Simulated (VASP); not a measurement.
Wanted: the native input for a VASP 6.6.1 run.

```
Task                   : single point
Functional             : PBEsol
Potentials or basis    : VASP PAW PBE potentials, release 64 (Ti_sv)
Cutoff                 : 520 eV
k mesh                 : 18 × 18 × 18
Occupations            : gaussian, width 0.1 eV
Spin                   : no spin polarisation
Dipole correction      : no
Further INCAR settings : ALGO = Normal; EDIFF = 1e-07; NBANDS = 19
```

The structure of Ti lies in POSCAR:

```
Ti
1.0
    0.0000000000      2.7582552343      2.7582552343
    2.7582552343      0.0000000000      2.7582552343
    2.7582552343      2.7582552343      0.0000000000
Ti
2
Direct
    0.5000000000      0.5000000000      0.5000000000
    0.7500000000      0.7500000000      0.7500000000
```

One way to write it, as run:

INCAR

```
SYSTEM = Ti
PREC = Accurate
ENCUT = 520
EDIFF = 1E-7
ISMEAR = 0
SIGMA = 0.1
LREAL = .False.
LASPH = .True.
NELM = 100
ALGO = Normal
ISIF = 2
LWAVE = .False.
LCHARG = .False.
GGA = PS
NBANDS = 19
```

KPOINTS

```
Automatic mesh
0
Gamma
  18 18 18
  0 0 0
```

Potentials or basis: VASP PAW PBE potentials, release 64 (Ti_sv).

Command:

```console
$ cat potpaw_PBE.64/Ti_sv/POTCAR > POTCAR
$ mpirun -np 1 vasp_std > vasp.out
```

It gave:

```yaml
Pressure: 0.3 GPa
Band_gap_on_the_k_mesh: zero (band 12 reaches 6.07 eV, above the bottom of band 13 at 5.81 eV)
```

Caveat: the PAW data sets were made with another functional, which shifts forces and pressure a little.

Wall time 3.1 min on 1 thread of Intel(R) Xeon(R) Platinum 8259CL CPU @ 2.50GHz (Skylake/Cascade Lake) (shared host), peak memory 0.26 GiB.
